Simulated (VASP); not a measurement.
Runs of VASP 6.6.1 on KBr. The structure is that of space group Fm-3m (No. 225), or close to it. The cells are those of the table. 

| task | cell | cutoff (eV) | gap on the mesh (eV) | pressure (GPa) |
| --- | --- | --- | --- | --- |
| single point | a = 4.639 Å, angles 60.0°, 2 atoms | 520 | (b) | 1.1 |
| single point | a = 4.617, b = 4.654, c = 4.677 Å, angles 59.8, 59.6, 59.3°, 2 atoms | 520 | 4.47 | 1.2 |
| single point | a = 4.513 Å, angles 60.0°, 2 atoms | 520 | 4.72 | 2.9 |
| relaxation of cell and atoms | relaxed from a = 4.656 Å, angles 60.0°, 2 atoms | 600 | 4.30 | 0.0 |
| single point | a = 4.748 Å, angles 60.0°, 2 atoms | 520 | 4.30 | 0.0 |
| single point | a = 4.442, b = 4.512, c = 4.512 Å, angles 59.0, 60.5, 60.5°, 2 atoms | 520 | 4.76 | 3.4 |
| single point | a = 4.737 Å, angles 60.0°, 2 atoms | 520 | 4.32 | (a) |
| single point | a = 4.717 Å, angles 60.0°, 2 atoms | 520 | 4.35 | 0.3 |
| single point | a = 4.785 Å, angles 60.0°, 2 atoms | 520 | 4.24 | -0.3 |

Alike in all rows: level PBE; potentials or basis VASP PAW PBE potentials, release 64 (K_sv, Br); no spin polarisation; k mesh 6 × 6 × 6; smearing gaussian 0.02 eV.

Question: Fill in the values left out.

Answer: (a) 0.1; (b) 4.48.

A k mesh can miss the band edges, and the runs leave out spin-orbit coupling on Br.
